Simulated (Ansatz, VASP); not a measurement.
# Al in VASP and in Ansatz

INCAR

```
SYSTEM = Al
PREC = Accurate
ENCUT = 520
EDIFF = 1E-8
ISMEAR = -1
SIGMA = 0.05
LREAL = .False.
LASPH = .True.
NELM = 60
ALGO = Normal
ISIF = 2
LWAVE = .False.
LCHARG = .False.
GGA = PE
LEFG = .True.
NBANDS = 8
```

File KPOINTS:

```
Automatic mesh
0
Gamma
  14 14 14
  0 0 0
```

Contents of POSCAR:

```
Al
1.0
    0.0000000000      2.0636759603      2.0636759603
    2.0636759603      0.0000000000      2.0636759603
    2.0636759603      2.0636759603      0.0000000000
Al
1
Direct
    0.0000000000      0.0000000000      0.0000000000
```

Input for Ansatz:

```yaml
crystal:
  lattice:
    - [0.0, 2.0636759603, 2.0636759603]
    - [2.0636759603, 0.0, 2.0636759603]
    - [2.0636759603, 2.0636759603, 0.0]
  atoms:
    - { symbol: Al, position: [0.0, 0.0, 0.0] }
kpoints:
  mp_grid: { grid: [14, 14, 14] }
scf:
  occupations: { method: fermi_dirac, width: 0.05 }
hamiltonian:
  xc: pbe
  pseudopotentials: { kind: all_electron, datasets: crystal }
output:
  forces: true
  stress: true
  eigenvalues: true
  efg: { contact_densities: true }
```

Change from the starting cell: volume scaled by 1.06, crystal datasets.

Alike in both runs: task electric field gradients; functional PBE; k mesh 14 × 14 × 14; occupations fermi-dirac, width 0.05 eV; no spin polarisation.

|  | VASP | Ansatz |
| --- | --- | --- |
| version | VASP 6.6.1 | Ansatz 0.2.0 |
| potentials or method | VASP PAW PBE potentials, release 64 (Al), cutoff 520 eV | all-electron PAW with datasets made for the crystal, scalar-relativistic |

|  | VASP | Ansatz | Ansatz less VASP |
| --- | --- | --- | --- |
| pressure (GPa) | -4.4 | -4.4 | +0.03 |

Ansatz ran all-electron here, and VASP with PAW potentials.
